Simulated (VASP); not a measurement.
**CO2: single point with LDA**

Crystal: CO2.

```
CELL_PARAMETERS angstrom
-4.26340 3.15222 1.99295
4.26340 -3.15222 1.99295
4.26340 3.15222 -1.99295
ATOMIC_POSITIONS crystal
C 0.85970 0.60537 0.47036
C 0.13501 0.38934 0.52964
C 0.85970 0.88934 0.75433
C 0.13501 0.10537 0.24567
O 0.82638 0.74798 0.25835
O 0.12347 0.12347 0.00000
O 0.48963 0.24798 0.42160
O 0.48963 0.56803 0.74165
O 0.11105 0.32123 0.28982
O 0.03140 0.82123 0.71018
O 0.12347 0.62347 0.50000
O 0.82638 0.06803 0.57840
```

```
Program                : VASP 6.6.1
Task                   : single point
Functional             : LDA
Potentials or basis    : VASP PAW LDA potentials, release 64 (C, O)
Cutoff                 : 520 eV
k mesh                 : 8 × 8 × 8
Occupations            : gaussian, width 0.02 eV
Spin                   : no spin polarisation
Dipole correction      : no
Further INCAR settings : ALGO = Normal; EDIFF = 1e-06; NBANDS = 44
```

The pressure is 2.1 GPa, the largest force is 0.158 eV/Å and the band gap on the k mesh is 6.96 eV (least direct gap 7.30 eV).

Forces in eV/Å, atoms in the order of the input:
```
C   -0.055  0.050  0.020
C    0.055 -0.050  0.020
C    0.055  0.050  0.020
C   -0.055 -0.050  0.020
O   -0.018 -0.105 -0.089
O    0.000  0.000  0.068
O   -0.018  0.105 -0.089
O    0.018  0.105 -0.089
O    0.000 -0.142  0.070
O    0.000  0.142  0.070
O    0.000  0.000  0.068
O    0.018 -0.105 -0.089
```

Stress tensor (GPa, compression positive):
```
2.14 0.00 0.00
0.00 1.98 0.00
0.00 0.00 2.14
```

Levels at points of the mesh, in eV from the valence-band top:
```
           k point  band 30  band 31  band 32  band 33  band 34  band 35
(0.00, 0.00, 0.00)    -1.15    -0.66    -0.44     6.96     7.52     8.04
(0.50, 0.00, 0.00)    -0.70    -0.64     0.00     7.30     8.11     8.82
(0.00, 0.50, 0.00)    -1.16    -0.19    -0.19     8.13     8.13     8.88
(0.50, 0.50, 0.00)    -0.99    -0.49    -0.40     7.39     7.88     8.03
(0.50, 0.50, 0.50)    -0.90    -0.70    -0.38     7.25     8.41     8.52
```

Run time: 7.1 min on 1 thread of Intel(R) Xeon(R) Platinum 8488C (Sapphire Rapids) (shared host), peak memory 0.41 GiB.

A k mesh can miss the band edges.
